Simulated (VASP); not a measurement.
# Co (Im-3m) in VASP: a series of runs, part 2 of 2

VASP 6.6.1.

## Step 4: Single point, r2SCAN, collinear spin, ferromagnetic start

This run uses another cell than the first one, of 10.95 Å³/atom, 0.986 times its volume.

Contents of POSCAR:

```
Co
1.0
   -1.3988794839      1.3988794839      1.3988794839
    1.3988794839     -1.3988794839      1.3988794839
    1.3988794839      1.3988794839     -1.3988794839
Co
1
Direct
    0.0000000000      0.0000000000      0.0000000000
```

Contents of INCAR.step1:

```
PREC     = Accurate       # precision mode
ENCUT    = 520            # plane-wave cutoff, eV
ISMEAR   = 0              # smearing method
SIGMA    = 0.05           # smearing width, eV
LREAL    = F              # projectors in reciprocal space
LASPH    = T              # aspherical terms in the spheres
NELM     = 150            # most SCF steps
ISPIN    = 2              # spin polarisation
MAGMOM   = 2.23           # initial moments
LMAXMIX  = 4              # l up to which the mixer works
NBANDS   = 14             # bands
GGA      = PE             # functional
ALGO     = Normal         # electronic algorithm
EDIFF    = 1E-4           # SCF threshold, eV
LWAVE    = T              # write WAVECAR
LCHARG   = F              # write CHGCAR
```

Contents of INCAR.step2:

```
PREC     = Accurate       # precision mode
ENCUT    = 520            # plane-wave cutoff, eV
EDIFF    = 1E-7           # SCF threshold, eV
ISMEAR   = 0              # smearing method
SIGMA    = 0.05           # smearing width, eV
LREAL    = F              # projectors in reciprocal space
LASPH    = T              # aspherical terms in the spheres
NELM     = 150            # most SCF steps
ALGO     = Normal         # electronic algorithm
ISIF     = 2              # what is computed and relaxed
LWAVE    = F              # write WAVECAR
LCHARG   = T              # write CHGCAR
ISPIN    = 2              # spin polarisation
MAGMOM   = 2.23           # initial moments
LORBIT   = 11             # projections on sites
LMAXMIX  = 4              # l up to which the mixer works
METAGGA  = R2SCAN         # meta-GGA
LMIXTAU  = T            
LELF     = T              # ELF
LVHAR    = T            
NBANDS   = 14             # bands
ISTART   = 1
```

Contents of KPOINTS:

```
regular mesh
0
Gamma
  20 20 20
```

Potentials or basis: VASP PAW PBE potentials, release 64 (Co).

Run with:

```sh
cat potpaw_PBE.64/Co/POTCAR > POTCAR
cp INCAR.step1 INCAR
mpirun -np 1 vasp_std > vasp.out
cp INCAR.step2 INCAR
mpirun -np 1 vasp_std > vasp.out
```

OUTCAR:

```text
PREC = Accurate
   ENCUT = 520
   EDIFF = 1E-7
   ISMEAR = 0
   LREAL = F
   LASPH = T
   NELM = 150
   ISIF = 2
   ISPIN = 2
   LORBIT = 11
   METAGGA = R2SCAN
   ISTART = 1

 ion  position               nearest neighbor table
   1  0.000  0.000  0.000-

  LATTYP: Found a body centered cubic cell.
 ALAT       =     2.7977589678

  Lattice vectors:

 A1 = (  -1.3988794839,   1.3988794839,   1.3988794839)
 A2 = (   1.3988794839,  -1.3988794839,   1.3988794839)
 A3 = (   1.3988794839,   1.3988794839,  -1.3988794839)

Analysis of symmetry for initial positions (statically):
=====================================================================
 Subroutine PRICEL returns:
 Original cell was already a primitive cell.

 Routine SETGRP: Setting up the symmetry group for a
 body centered cubic supercell.

 Subroutine GETGRP returns: Found 48 space group operations
 (whereof 48 operations were pure point group operations)
 out of a pool of 48 trial point group operations.

The static configuration has the point symmetry O_h .

Analysis of symmetry for dynamics (positions and initial velocities):
=====================================================================
 Subroutine PRICEL returns:
 Original cell was already a primitive cell.

 Routine SETGRP: Setting up the symmetry group for a
 body centered cubic supercell.

 Subroutine GETGRP returns: Found 48 space group operations
 (whereof 48 operations were pure point group operations)
 out of a pool of 48 trial point group operations.

The dynamic configuration has the point symmetry O_h .

Analysis of structural, dynamic, and magnetic symmetry:
=====================================================================
 Subroutine PRICEL returns:
 Original cell was already a primitive cell.

 Routine SETGRP: Setting up the symmetry group for a
 body centered cubic supercell.

 Subroutine GETGRP returns: Found 48 space group operations
 (whereof 48 operations were pure point group operations)
 out of a pool of 48 trial point group operations.

The overall configuration has the point symmetry O_h .

 Subroutine INISYM returns: Found 48 space group operations
 (whereof 48 operations are pure point group operations),
 and found     1 'primitive' translations

----------------------------------------------------------------------------------------

                                     Primitive cell

  volume of cell :      10.9497

  direct lattice vectors                    reciprocal lattice vectors
    -1.398879484  1.398879484  1.398879484     0.000000000  0.357428932  0.357428932
     1.398879484 -1.398879484  1.398879484     0.357428932  0.000000000  0.357428932
     1.398879484  1.398879484 -1.398879484     0.357428932  0.357428932  0.000000000

  length of vectors
     2.422930340  2.422930340  2.422930340     0.505480843  0.505480843  0.505480843

  position of ions in fractional coordinates (direct lattice)
     0.000000000  0.000000000  0.000000000

  ion indices of the primitive-cell ions
   primitive index   ion index
                 1           1

----------------------------------------------------------------------------------------

 KPOINTS: regular mesh

Automatic generation of k-mesh.
 Grid dimensions read from file:
 generate k-points for:   20   20   20

 Generating k-lattice:
[... 65 lines left out ...]
   NSW    =      0    number of steps for IOM
   IBRION =     -1    ionic relax: 0-MD 1-quasi-New 2-CG
   NFREE  =      0    steps in history (QN), initial steepest desc. (CG)
   ISIF   =      2    stress and relaxation
   ISYM   =      2    0-nonsym 1-usesym 2-fastsym
   POTIM  = 0.5000    time-step for ionic-motion
   TEBEG  =    0.0;   TEEND  =   0.0 temperature during run
   PSTRESS=    0.0 pullay stress
   NELECT =       9.0000    total number of electrons
   NUPDOWN=      -1.0000    fix difference up-down
   EMIN   =  10.00;   EMAX   =-10.00  energy-range for DOS
   EFERMI =   0.00;   METHOD = LEGACY
   ISMEAR =     0;   SIGMA  =   0.05  broadening in eV -4-tet -1-fermi 0-gaus
   EFERMI_NEDOS =   21; number of points for ismear=-14 and -15
   IALGO  =     38    algorithm
   IMIX   =      4    mixing-type and parameters
     AMIX     =   0.40;   BMIX     =  1.00
     AMIX_MAG =   1.60;   BMIX_MAG =  1.00
  volume/ion in A,a.u.               =      10.95        73.89
  Fermi-wavevector in a.u.,A,eV,Ry     =   1.533517  2.897928 31.996488  2.351676
  Thomas-Fermi vector in A             =   2.640573
   LORBIT       =     11    0 simple, 1 ext, 2 COOP (PROOUT), +10 PAW based schemes
   METAGGA = R2SCAN    functional components
   LHFCALC =     F    Hartree Fock is set to
   AEXX    =    0.0000 exact exchange contribution
   IVDW    =     0    specifies the selected vdW correction
   LEPSILON=     F    determine dielectric tensor
   LRPA    =     F    only Hartree local field effects (RPA)
 spin polarized calculation
 Gauss-broadening in eV      SIGMA  =   0.05
  energy-cutoff  :      520.00
  volume of cell :       10.95
 maximum number of plane-waves:       321
   NGX =  9   NGY =  9   NGZ =  9

 number of electron       9.0000001 magnetization       1.9095095

 Free energy of the ion-electron system (eV)
  ---------------------------------------------------
  ext. energy  EPLUGINS =         0.00000000
  ---------------------------------------------------
  free energy    TOTEN  =       -13.24080385 eV

  energy without entropy =      -13.23961543  energy(sigma->0) =      -13.24020964

 E-fermi :  10.7083     XC(G=0): -14.6173

 val. band max:       10.7080844608   @ k =  -0.2500   0.3500   0.1000
 cond. band min:      10.7092035467   @ k =  -0.4000   0.4500   0.1000
 fundamental gap:      0.0011190859
 Fermi energy:        10.7083106824

 spin component 1

 k-point     1 :       0.0000    0.0000    0.0000
  band No.  band energies     occupation
      1       0.8469      1.00000
      2       6.7658      1.00000
      3       6.7660      1.00000
      4       6.7660      1.00000
      5       7.6132      1.00000
      6       7.6132      1.00000
      7      36.6424      0.00000
      8      36.6426      0.00000
      9      36.6426      0.00000
     10      41.2927      0.00000
     11      41.8496      0.00000
     12      41.8496      0.00000
     13      43.7531      0.00000
     14      43.7532      0.00000
[... 379 lines left out ...]
      3       6.5670      1.00000
      4       7.5659      1.00000
      5       7.8101      1.00000
      6       8.6671      1.00000
      7      23.8105      0.00000
      8      28.8315      0.00000
      9      32.4484      0.00000
     10      36.2885      0.00000
     11      40.6452      0.00000
     12      41.2923      0.00000
     13      43.0062      0.00000
     14      48.7169      0.00000

 [... further k-points ...]

 spin component 2

 k-point     1 :       0.0000    0.0000    0.0000
  band No.  band energies     occupation
      1       0.3720      1.00000
      2       8.8543      1.00000
      3       8.8545      1.00000
      4       8.8545      1.00000
      5      11.5647      0.00000
      6      11.5648      0.00000
      7      36.6803      0.00000
      8      36.6804      0.00000
      9      36.6804      0.00000
     10      42.5011      0.00000
     11      42.5011      0.00000
     12      44.6885      0.00000
     13      44.6885      0.00000
     14      44.6886      0.00000
[... 379 lines left out ...]
      3       8.3927      1.00000
      4      10.8185      0.00091
      5      11.0266      0.00000
      6      11.7705      0.00000
      7      24.5608      0.00000
      8      29.3704      0.00000
      9      33.3026      0.00000
     10      36.7132      0.00000
     11      41.7823      0.00000
     12      43.3377      0.00000
     13      49.1534      0.00000
     14      50.4074      0.00000

 [... further k-points ...]
[... 5 lines left out ...]
  --------------------------------------------------------------------------------------
  -------------------------------------------------------------------------------------
  Total       -0.0029905     -0.0029905     -0.0029905      0.0000000      0.0000000      0.0000000
  in kB       -0.4375771     -0.4375771     -0.4375771      0.0000000      0.0000000      0.0000000
  external PRESSURE =      -0.4375771 kB  Pullay stress =       0.0000000 kB

 VOLUME and BASIS-vectors are now :
 -----------------------------------------------------------------------------
  energy-cutoff  :      520.00
  volume of cell :       10.95
      direct lattice vectors                 reciprocal lattice vectors
    -1.398879484  1.398879484  1.398879484     0.000000000  0.357428932  0.357428932
     1.398879484 -1.398879484  1.398879484     0.357428932  0.000000000  0.357428932
     1.398879484  1.398879484 -1.398879484     0.357428932  0.357428932  0.000000000

 POSITION                                       TOTAL-FORCE (eV/Angst)
 -----------------------------------------------------------------------------------
      0.00000      0.00000      0.00000        -0.000000      0.000000     -0.000000
 -----------------------------------------------------------------------------------
    total drift:                                0.000000     -0.000000      0.000000

  FREE ENERGIE OF THE ION-ELECTRON SYSTEM (eV)
  ---------------------------------------------------
  free  energy   TOTEN  =       -13.2408038493 eV

  energy  without entropy=      -13.2396154297  energy(sigma->0) =      -13.24020964

 total charge

# of ion       s       p       d       tot
------------------------------------------
    1        0.509   0.575   7.184   8.269

 magnetization (x)

# of ion       s       p       d       tot
------------------------------------------
    1        0.005  -0.063   2.027   1.969
```

It took 8.2 min on 1 thread of AMD EPYC 7R43 (Zen 3), shared host; peak memory 0.14 GiB.

Results:

```
Free energy                                           : -13.2408 eV
Pressure                                              : 0.0 GPa
Net moment                                            : 1.91 μB per cell
Site moments                                          : Co +1.97 μB
Valence electrons inside the program's atomic spheres : Co 8.27
```

Caveat: the PAW data sets were made with another functional, which shifts forces and pressure a little.

## Step 5: Single point, r2SCAN, collinear spin, ferromagnetic start

This run uses another cell than the first one, of 11.17 Å³/atom, 1.006 times its volume.

Contents of POSCAR:

```
Co
1.0
   -1.4083265880      1.4083265880      1.4083265880
    1.4083265880     -1.4083265880      1.4083265880
    1.4083265880      1.4083265880     -1.4083265880
Co
1
Direct
    0.0000000000      0.0000000000      0.0000000000
```

Contents of INCAR.step1:

```
PREC     = Accurate       # precision mode
ENCUT    = 520            # plane-wave cutoff, eV
ISMEAR   = 0              # smearing method
SIGMA    = 0.05           # smearing width, eV
LREAL    = False          # projectors in reciprocal space
LASPH    = True           # aspherical terms in the spheres
NELM     = 150            # most SCF steps
ISPIN    = 2              # spin polarisation
MAGMOM   = 1.5            # initial moments
LMAXMIX  = 4              # l up to which the mixer works
NBANDS   = 14             # bands
GGA      = PE             # functional
ALGO     = Normal         # electronic algorithm
EDIFF    = 1E-4           # SCF threshold, eV
LWAVE    = True           # write WAVECAR
LCHARG   = False          # write CHGCAR
```

Contents of INCAR.step2:

```
PREC     = Accurate       # precision mode
ENCUT    = 520            # plane-wave cutoff, eV
EDIFF    = 1E-6           # SCF threshold, eV
ISMEAR   = 0              # smearing method
SIGMA    = 0.05           # smearing width, eV
LREAL    = False          # projectors in reciprocal space
LASPH    = True           # aspherical terms in the spheres
NELM     = 150            # most SCF steps
ALGO     = Normal         # electronic algorithm
ISIF     = 2              # what is computed and relaxed
LWAVE    = False          # write WAVECAR
LCHARG   = False          # write CHGCAR
ISPIN    = 2              # spin polarisation
MAGMOM   = 1.5            # initial moments
LORBIT   = 11             # projections on sites
LMAXMIX  = 4              # l up to which the mixer works
METAGGA  = R2SCAN         # meta-GGA
LMIXTAU  = True         
NBANDS   = 14             # bands
ISTART   = 1
```

KPOINTS is that of step 4.

Potentials or basis: VASP PAW PBE potentials, release 64 (Co).

Run with:

```sh
cat potpaw_PBE.64/Co/POTCAR > POTCAR
cp INCAR.step1 INCAR
mpirun -np 1 vasp_std > vasp.out
cp INCAR.step2 INCAR
mpirun -np 1 vasp_std > vasp.out
```

OUTCAR:

```text
PREC = Accurate
   ENCUT = 520
   EDIFF = 1E-6
   ISMEAR = 0
   LREAL = False
   LASPH = True
   NELM = 150
   ISIF = 2
   ISPIN = 2
   LORBIT = 11
   METAGGA = R2SCAN
   ISTART = 1

 ion  position               nearest neighbor table
   1  0.000  0.000  0.000-

  LATTYP: Found a body centered cubic cell.
 ALAT       =     2.8166531760

  Lattice vectors:

 A1 = (  -1.4083265880,   1.4083265880,   1.4083265880)
 A2 = (   1.4083265880,  -1.4083265880,   1.4083265880)
[... 1024 lines left out ...]
  -------------------------------------------------------------------------------------
  Total       -0.2899384     -0.2899384     -0.2899384     -0.0000000     -0.0000000     -0.0000000
  in kB      -41.5763334    -41.5763334    -41.5763334     -0.0000000     -0.0000000     -0.0000000
  external PRESSURE =     -41.5763334 kB  Pullay stress =       0.0000000 kB

 VOLUME and BASIS-vectors are now :
 -----------------------------------------------------------------------------
  energy-cutoff  :      520.00
  volume of cell :       11.17
      direct lattice vectors                 reciprocal lattice vectors
    -1.408326588  1.408326588  1.408326588     0.000000000  0.355031286  0.355031286
     1.408326588 -1.408326588  1.408326588     0.355031286  0.000000000  0.355031286
     1.408326588  1.408326588 -1.408326588     0.355031286  0.355031286  0.000000000

 POSITION                                       TOTAL-FORCE (eV/Angst)
 -----------------------------------------------------------------------------------
      0.00000      0.00000      0.00000         0.000000      0.000000      0.000000
 -----------------------------------------------------------------------------------
    total drift:                                0.000000     -0.000000      0.000000

  FREE ENERGIE OF THE ION-ELECTRON SYSTEM (eV)
  ---------------------------------------------------
  free  energy   TOTEN  =       -13.2378648038 eV

  energy  without entropy=      -13.2366298154  energy(sigma->0) =      -13.23724731

 total charge

# of ion       s       p       d       tot
------------------------------------------
    1        0.500   0.558   7.172   8.230

 magnetization (x)

# of ion       s       p       d       tot
------------------------------------------
    1        0.004  -0.064   2.035   1.975
```

OUTCAR.step1:

```text
PREC = Accurate
   ENCUT = 520
   ISMEAR = 0
   LREAL = False
   LASPH = True
   NELM = 150
[... 1051 lines left out ...]

 POSITION                                       TOTAL-FORCE (eV/Angst)
 -----------------------------------------------------------------------------------
      0.00000      0.00000      0.00000         0.000000     -0.000000      0.000000
 -----------------------------------------------------------------------------------
    total drift:                                0.000000     -0.000000      0.000000

  FREE ENERGIE OF THE ION-ELECTRON SYSTEM (eV)
  ---------------------------------------------------
  free  energy   TOTEN  =        -6.9462871540 eV

  energy  without entropy=       -6.9441810342  energy(sigma->0) =       -6.94523409
```

It took 7.6 min on 1 thread of AMD EPYC 7R43 (Zen 3), shared host; peak memory 0.14 GiB.

Results:

| Quantity | Value |
| --- | --- |
| Free energy | -13.2379 eV |
| Pressure | -4.2 GPa |
| Net moment | 1.91 μB per cell |
| Site moments | Co +1.98 μB |
| Valence electrons inside the program's atomic spheres | Co 8.23 |

Levels at points of the mesh, in eV from the Fermi level:
Spin up:
```
           k point  band 2  band 3  band 4  band 5  band 6  band 7  band 8  band 9
(0.00, 0.00, 0.00)   -3.91   -3.91   -3.91   -3.11   -3.11   25.72   25.72   25.72
(0.50, 0.00, 0.00)   -4.85   -2.97   -2.96   -1.54   -0.42    5.85   18.53   19.91
(0.50, 0.50, 0.50)   -6.33   -1.77   -1.77   -1.77    9.35    9.35    9.35   14.72
```
Spin down:
```csv
k point,band 1,band 2,band 3,band 4,band 5,band 6,band 7,band 8
"(0.00, 0.00, 0.00)",-10.22,-1.83,-1.83,-1.83,0.87,0.87,25.75,25.75
"(0.50, 0.00, 0.00)",-4.87,-3.03,-0.85,0.50,0.89,1.09,7.31,18.80
"(0.50, 0.50, 0.50)",-3.75,-3.75,0.62,0.62,0.62,9.43,9.43,9.43
```

Caveat: the PAW data sets were made with another functional, which shifts forces and pressure a little.

## Step 6: Overview

| level | cell | k mesh | gap on the mesh (eV) | pressure (GPa) | moment (μB) |
| --- | --- | --- | --- | --- | --- |
| PBE | a = 2.434 Å, angles 109.5°, 1 atom | 10 × 10 × 10 | none | 0.4 | 1.82 |
| r2SCAN | a = 2.417 Å, angles 109.5°, 1 atom | 20 × 20 × 20 | none | 1.7 | 1.91 |
| r2SCAN | a = 2.423 Å, angles 109.5°, 1 atom | 20 × 20 × 20 | none | 0.0 | 1.91 |
| r2SCAN | a = 2.439 Å, angles 109.5°, 1 atom | 20 × 20 × 20 | none | -4.2 | 1.91 |

Alike in all rows: task single point; potentials or basis VASP PAW PBE potentials, release 64 (Co); spin collinear, ferromagnetic start; cutoff (eV) 520; smearing gaussian 0.05 eV.

Caveats: the PAW data sets were made with another functional, which shifts forces and pressure a little (some runs).

Absolute energies hang on the potentials; compare differences alone.
